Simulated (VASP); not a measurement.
Write the native input for VASP 6.6.1 that does the following.

```
Task                   : single point
Functional             : LDA
Potentials or basis    : VASP PAW LDA potentials, release 64 (Pt, Al)
Cutoff                 : 520 eV
k mesh                 : 6 × 6 × 6
Occupations            : fermi-dirac, width 0.05 eV
Spin                   : no spin polarisation
Dipole correction      : no
Further INCAR settings : ALGO = Normal; EDIFF = 1e-06; NBANDS = 15
```

The structure of Al2Pt lies in POSCAR:

```
Al2Pt
1.0
    0.0000000000      2.9550000000      2.9550000000
    2.9550000000      0.0000000000      2.9550000000
    2.9550000000      2.9550000000      0.0000000000
Pt Al
1 2
Direct
    0.0117280000     -0.0150500000     -0.0056400000
    0.7540240000      0.7533590000      0.7435730000
    0.2510320000      0.2488130000      0.2564700000
```

The input as run:

INCAR

```
SYSTEM = Al2Pt
ALGO = Normal
EDIFF = 1E-6
ENCUT = 520
ISIF = 2
ISMEAR = -1
LASPH = .True.
LCHARG = .False.
LREAL = .False.
LWAVE = .False.
NBANDS = 15
NELM = 100
PREC = Accurate
SIGMA = 0.05
```

KPOINTS

```
k-points
0
Gamma
  6 6 6
  0 0 0
```

Potentials or basis: VASP PAW LDA potentials, release 64 (Pt, Al).

Launch:

```sh
$ cat potpaw_LDA.64/Pt/POTCAR potpaw_LDA.64/Al/POTCAR > POTCAR
$ mpirun -np 1 vasp_std > vasp.out
```

It gave:

```
Pressure               : -3.4 GPa
Largest force          : 0.543 eV/Å
Band gap on the k mesh : zero (bands 8 and 9 overlap by 5.34 eV)
```

Caveat: the cell stands under tension; spin-orbit coupling is left out, which moves the levels of the heavy elements.

Run time: 57 s on 1 thread of Intel(R) Xeon(R) 6975P-C (Granite Rapids), on a shared host, peak memory 0.21 GiB.
